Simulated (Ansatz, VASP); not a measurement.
SrCl2: VASP beside Ansatz

```
Sr Cl
1.0
     2.16917    1.25237    6.38045
    -2.16917    1.25237    6.38045
     0.00000   -2.50475    6.38045
Sr Cl
1 2
Direct
  0.00018 0.00018 0.00018
  0.41804 0.41804 0.41804
  0.24845 0.24845 0.24845
```

Change from the starting cell: hydrostatic strain +4.0%.

Alike in both runs: task single point; functional r2SCAN; k mesh 8 × 8 × 8; no spin polarisation.

|  | VASP | Ansatz |
| --- | --- | --- |
| version | VASP 6.6.1 | Ansatz 0.2.0 |
| potentials or method | VASP PAW PBE potentials, release 64 (Sr_sv, Cl) | plane waves, PAW |
| plane-wave cutoff (eV) | 520 | 500 |
| occupations | gaussian, width 0.01 eV | fixed |
| valence electrons in the cell | 24 | 24 |

Ansatz gave:

* gap on the k mesh at the Fermi level (eV): 4.63
* pressure (GPa): -1.3
* traceless stress, the component that is largest in VASP (GPa): 1.08
* rms of the force components (eV/Å): 0.004

Question: What did VASP give for the same quantities?

Answer: gap on the k mesh at the Fermi level (eV): 4.65; pressure (GPa): -1.3; traceless stress, the component that is largest in VASP (GPa): 1.06; rms of the force components (eV/Å): 0.003.

VASP's potentials were made for PBE, not for r2SCAN. Atom by atom the forces differ by 0.007 eV/Å (rms over components).
